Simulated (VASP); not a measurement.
# Mg (P6_3/mmc) in VASP: single point with PBE

Aim: the single point of Mg with PBE.

Program: VASP 6.6.1. These are calculated values, not measurements. Logs are shortened: lines on timing, memory, paths and dates and some standing lists are left out, and cuts for length are marked.

### 1 The cell of the first run

The structure is hexagonal, space group P6_3/mmc (No. 194). The conventional cell has a = 3.209 Å, b = 3.209 Å, c = 5.210 Å, α = 90.00°, β = 90.00°, γ = 120.00°. Within 4.2 Å of Mg (site symmetry -6m2) lie 12 Mg at 3.20 to 3.21 Å.

### 2 Single point, PBE

INCAR reads:

```
  PREC = Accurate
  ENCUT = 520
  EDIFF = 1E-6
  ISMEAR = 0
  SIGMA = 0.15
  LREAL = False
  LASPH = True
  NELM = 100
  ALGO = Normal
  ISIF = 2
  LWAVE = False
  LCHARG = False
  GGA = PE
  NBANDS = 9
```

KPOINTS reads:

```
regular mesh
0
Gamma
  18 18 10
```

POSCAR reads:

```
Mg
1.0
    3.2092715325      0.0000000000      0.0000000000
   -1.6046357662      2.7793106748      0.0000000000
    0.0000000000      0.0000000000      5.2103300000
Mg
2
Direct
    0.3333333333      0.6666666667      0.2500000000
    0.6666666667      0.3333333333      0.7500000000
```

Potentials or basis: VASP PAW PBE potentials, release 64 (Mg).

Run with:

```sh
$ cat potpaw_PBE.64/Mg/POTCAR > POTCAR
$ mpirun -np 1 vasp_std > vasp.out
```

OUTCAR:

```text
PREC = Accurate
   ENCUT = 520
   EDIFF = 1E-6
   ISMEAR = 0
   LREAL = False
   LASPH = True
   NELM = 100
   ISIF = 2
   GGA = PE

 ion  position               nearest neighbor table
   1  0.333  0.667  0.250-   2 3.20   2 3.20   2 3.20   2 3.20   2 3.20   2 3.20
   2  0.667  0.333  0.750-   1 3.20   1 3.20   1 3.20   1 3.20   1 3.20   1 3.20

  LATTYP: Found a hexagonal cell.
 ALAT       =     3.2092715325
 C/A-ratio  =     1.6235242008

  Lattice vectors:

 A1 = (   3.2092715325,   0.0000000000,   0.0000000000)
 A2 = (  -1.6046357662,   2.7793106748,   0.0000000000)
 A3 = (   0.0000000000,   0.0000000000,   5.2103300000)

Analysis of symmetry for initial positions (statically):
=====================================================================
 Subroutine PRICEL returns:
 Original cell was already a primitive cell.

 Routine SETGRP: Setting up the symmetry group for a
 hexagonal supercell.

 Subroutine GETGRP returns: Found 24 space group operations
 (whereof 12 operations were pure point group operations)
 out of a pool of 24 trial point group operations.

The static configuration has the point symmetry D_3d.
 The point group associated with its full space group is D_6h.

Analysis of symmetry for dynamics (positions and initial velocities):
=====================================================================
 Subroutine PRICEL returns:
 Original cell was already a primitive cell.

 Routine SETGRP: Setting up the symmetry group for a
 hexagonal supercell.

 Subroutine GETGRP returns: Found 24 space group operations
 (whereof 12 operations were pure point group operations)
 out of a pool of 24 trial point group operations.

The dynamic configuration has the point symmetry D_3d.
 The point group associated with its full space group is D_6h.

 Subroutine INISYM returns: Found 24 space group operations
 (whereof 12 operations are pure point group operations),
 and found     1 'primitive' translations

----------------------------------------------------------------------------------------

                                     Primitive cell

  volume of cell :      46.4739

  direct lattice vectors                    reciprocal lattice vectors
     3.209271532  0.000000000  0.000000000     0.311597193  0.179900723  0.000000000
    -1.604635766  2.779310675  0.000000000     0.000000000  0.359801446  0.000000000
     0.000000000  0.000000000  5.210330000     0.000000000  0.000000000  0.191926423

  length of vectors
     3.209271532  3.209271532  5.210330000     0.359801446  0.359801446  0.191926423

  position of ions in fractional coordinates (direct lattice)
     0.333333333  0.666666667  0.250000000
     0.666666667  0.333333333  0.750000000

  ion indices of the primitive-cell ions
   primitive index   ion index
                 1           1
                 2           2

----------------------------------------------------------------------------------------

 KPOINTS: regular mesh

Automatic generation of k-mesh.
 Grid dimensions read from file:
 generate k-points for:   18   18   10

 Generating k-lattice:

  Cartesian coordinates                     Fractional coordinates (reciprocal lattice)
     0.017310955  0.009994485  0.000000000     0.055555556  0.000000000  0.000000000
     0.000000000  0.019988969  0.000000000     0.000000000  0.055555556  0.000000000
     0.000000000  0.000000000  0.019192642     0.000000000  0.000000000  0.100000000

  Length of vectors
     0.019988969  0.019988969  0.019192642

  Shift w.r.t. Gamma in fractional coordinates (k-lattice)
     0.000000000  0.000000000  0.000000000

 Subroutine IBZKPT returns following result:
 ===========================================

 Found    222 irreducible k-points:

 Following reciprocal coordinates:
            Coordinates               Weight
  0.000000  0.000000  0.000000      1.000000
  0.055556  0.000000  0.000000      6.000000
  0.111111  0.000000  0.000000      6.000000
  0.166667  0.000000  0.000000      6.000000
  0.222222  0.000000  0.000000      6.000000
  0.277778  0.000000  0.000000      6.000000
[... 16 lines left out ...]
  0.333333  0.111111  0.000000     12.000000
  0.388889  0.111111  0.000000     12.000000
 [... further k-points ...]
   k-points           NKPTS =    222   k-points in BZ     NKDIM =    222   number of bands    NBANDS=      9
   number of dos      NEDOS =    301   number of ions     NIONS =      2
   total plane-waves  NPLWV =  23040
   dimension x,y,z NGX =    24 NGY =   24 NGZ =   40
   dimension x,y,z NGXF=    48 NGYF=   48 NGZF=   80
   ions per type =               2
   NGX,Y,Z   is equivalent  to a cutoff of  12.43, 12.43, 12.76 a.u.
   NGXF,Y,Z  is equivalent  to a cutoff of  24.86, 24.86, 25.53 a.u.
 SYSTEM =  unknown system
   PREC   = accura    normal or accurate (medium, high low for compatibility)
   ISTART =      0    job   : 0-new  1-cont  2-samecut
   ICHARG =      2    charge: 1-file 2-atom 10-const
   ISPIN  =      1    spin polarized calculation?
   LNONCOLLINEAR =      F non collinear calculations
   LSORBIT =      F    spin-orbit coupling
   LASPH  =      T    aspherical Exc in radial PAW
   ENCUT  =  520.0 eV  38.22 Ry    6.18 a.u.   5.97  5.97  9.69*2*pi/ulx,y,z
   NELM   =    100;   NELMIN=  2; NELMDL= -5     # of ELM steps
   EDIFF  = 0.1E-05   stopping-criterion for ELM
   LREAL  =      F    real-space projection
   EDIFFG = 0.1E-04   stopping-criterion for IOM
   NSW    =      0    number of steps for IOM
   IBRION =     -1    ionic relax: 0-MD 1-quasi-New 2-CG
   NFREE  =      0    steps in history (QN), initial steepest desc. (CG)
   ISIF   =      2    stress and relaxation
   ISYM   =      2    0-nonsym 1-usesym 2-fastsym
   POTIM  = 0.5000    time-step for ionic-motion
   TEBEG  =    0.0;   TEEND  =   0.0 temperature during run
   PSTRESS=    0.0 pullay stress
   NELECT =       4.0000    total number of electrons
   NUPDOWN=      -1.0000    fix difference up-down
   EMIN   =  10.00;   EMAX   =-10.00  energy-range for DOS
   EFERMI =   0.00;   METHOD = LEGACY
   ISMEAR =     0;   SIGMA  =   0.15  broadening in eV -4-tet -1-fermi 0-gaus
   EFERMI_NEDOS =   21; number of points for ismear=-14 and -15
   IALGO  =     38    algorithm
   IMIX   =      4    mixing-type and parameters
     AMIX     =   0.40;   BMIX     =  1.00
     AMIX_MAG =   1.60;   BMIX_MAG =  1.00
  volume/ion in A,a.u.               =      23.24       156.81
  Fermi-wavevector in a.u.,A,eV,Ry     =   0.722812  1.365916  7.108458  0.522457
  Thomas-Fermi vector in A             =   1.812869
   LORBIT       =      0    0 simple, 1 ext, 2 COOP (PROOUT), +10 PAW based schemes
   GGA     = PE    functional components
   LHFCALC =     F    Hartree Fock is set to
   AEXX    =    0.0000 exact exchange contribution
   IVDW    =     0    specifies the selected vdW correction
   LEPSILON=     F    determine dielectric tensor
   LRPA    =     F    only Hartree local field effects (RPA)
 non-spin polarized calculation
 Gauss-broadening in eV      SIGMA  =   0.15
  energy-cutoff  :      520.00
  volume of cell :       46.47
 maximum number of plane-waves:      1276
 NGX is ok and might be reduce to    24
   NGX = 11   NGY = 11   NGZ = 19

 number of electron       4.0000000 magnetization

 Free energy of the ion-electron system (eV)
  ---------------------------------------------------
  ext. energy  EPLUGINS =         0.00000000
  ---------------------------------------------------
  free energy    TOTEN  =        -3.01613375 eV

  energy without entropy =       -3.00601530  energy(sigma->0) =       -3.01107452

 E-fermi :   2.5633     XC(G=0):  -8.4537

 val. band max:        2.5543767969   @ k =   0.2778   0.2222   0.2000
 cond. band min:       2.5643781861   @ k =   0.3889   0.1111   0.3000
 fundamental gap:      0.0100013892
 Fermi energy:         2.5633326322

 k-point     1 :       0.0000    0.0000    0.0000
  band No.  band energies     occupation
      1      -4.3090      2.00000
      2       0.9071      2.00000
      3       1.3282      2.00000
      4      13.4394      0.00000
      5      13.4394      0.00000
      6      13.5287      0.00000
      7      13.5287      0.00000
      8      14.3313      0.00000
      9      15.8825      0.00000

 k-point     2 :       0.0556    0.0000    0.0000
  band No.  band energies     occupation
      1      -4.2487      2.00000
      2       0.9622      2.00000
      3       1.3869      2.00000
      4      12.0165      0.00000
      5      12.6240      0.00000
      6      13.3922      0.00000
      7      14.4314      0.00000
      8      14.9803      0.00000
      9      16.5588      0.00000

 k-point     3 :       0.1111    0.0000    0.0000
  band No.  band energies     occupation
      1      -4.0681      2.00000
      2       1.1277      2.00000
      3       1.5623      2.00000
      4      10.3205      0.00000
      5      11.8640      0.00000
      6      12.6520      0.00000
      7      15.0065      0.00000
      8      15.1321      0.00000
      9      15.4009      0.00000

 k-point     4 :       0.1667    0.0000    0.0000
  band No.  band energies     occupation
      1      -3.7678      2.00000
      2       1.4035      2.00000
      3       1.8512      2.00000
      4       8.6621      0.00000
      5      11.2051      0.00000
      6      11.8373      0.00000
      7      13.3653      0.00000
      8      14.2244      0.00000
      9      15.7950      0.00000
[... 205 lines left out ...]
 k-point    22 :       0.2778    0.1111    0.0000
  band No.  band energies     occupation
      1      -1.9855      2.00000
      2       3.0611      0.00000
      3       3.3028      0.00000
      4       4.5875      0.00000
      5       7.2878      0.00000
      6       9.0681      0.00000
      7       9.9802      0.00000
      8      12.1292      0.00000
      9      12.9096      0.00000

 k-point    23 :       0.3333    0.1111    0.0000
  band No.  band energies     occupation
      1      -1.2236      2.00000
      2       2.7769      0.04405
      3       3.7794      0.00000
      4       4.5201      0.00000
      5       6.9209      0.00000
      6       7.7978      0.00000
      7       8.9204      0.00000
      8      11.8388      0.00000
      9      12.6681      0.00000

 k-point    24 :       0.3889    0.1111    0.0000
  band No.  band energies     occupation
      1      -0.3530      2.00000
      2       1.6846      2.00000
      3       4.6035      0.00000
      4       5.1816      0.00000
      5       6.5162      0.00000
      6       6.6404      0.00000
      7       8.1268      0.00000
      8      11.6656      0.00000
      9      12.5212      0.00000

 [... further k-points ...]
[... 5 lines left out ...]
  --------------------------------------------------------------------------------------
  -------------------------------------------------------------------------------------
  Total       -0.1503193     -0.1503193     -0.1865160     -0.0000000     -0.0000000     -0.0000000
  in kB       -5.1822299     -5.1822299     -6.4301029     -0.0000000     -0.0000000     -0.0000000
  external PRESSURE =      -5.5981876 kB  Pullay stress =       0.0000000 kB

 VOLUME and BASIS-vectors are now :
 -----------------------------------------------------------------------------
  energy-cutoff  :      520.00
  volume of cell :       46.47
      direct lattice vectors                 reciprocal lattice vectors
     3.209271532  0.000000000  0.000000000     0.311597193  0.179900723  0.000000000
    -1.604635766  2.779310675  0.000000000     0.000000000  0.359801446  0.000000000
     0.000000000  0.000000000  5.210330000     0.000000000  0.000000000  0.191926423

 POSITION                                       TOTAL-FORCE (eV/Angst)
 -----------------------------------------------------------------------------------
     -0.00000      1.85287      1.30258        -0.000000     -0.000000      0.000000
      1.60464      0.92644      3.90775         0.000000      0.000000      0.000000
 -----------------------------------------------------------------------------------
    total drift:                                0.000000     -0.000000      0.000000

  FREE ENERGIE OF THE ION-ELECTRON SYSTEM (eV)
  ---------------------------------------------------
  free  energy   TOTEN  =        -3.0161337451 eV

  energy  without entropy=       -3.0060152996  energy(sigma->0) =       -3.01107452
```

It took 74 s on 1 thread of Intel Xeon 8259CL, shared host; peak memory 0.22 GiB.

What came out:

```
Free energy            : -3.0161 eV
Pressure               : -0.6 GPa
Band gap on the k mesh : zero (bands 2 and 3 overlap by 2.23 eV)
```

Stress tensor (GPa, compression positive):
```
-0.52  0.00  0.00
 0.00 -0.52  0.00
 0.00  0.00 -0.64
```

Levels at points of the mesh, in eV from the Fermi level:
```
           k point  band 1  band 2  band 3  band 4  band 5  band 6  band 7
(0.00, 0.00, 0.00)   -6.87   -1.66   -1.24   10.88   10.88   10.97   10.97
(0.50, 0.00, 0.00)   -2.11   -2.11    2.65    3.02    3.25    3.67    6.82
(0.00, 0.00, 0.50)   -5.49   -5.49    5.00    5.00   11.62   11.62   11.62
(0.50, 0.00, 0.50)   -1.08   -1.08   -0.44   -0.44    7.99    7.99    8.00
```
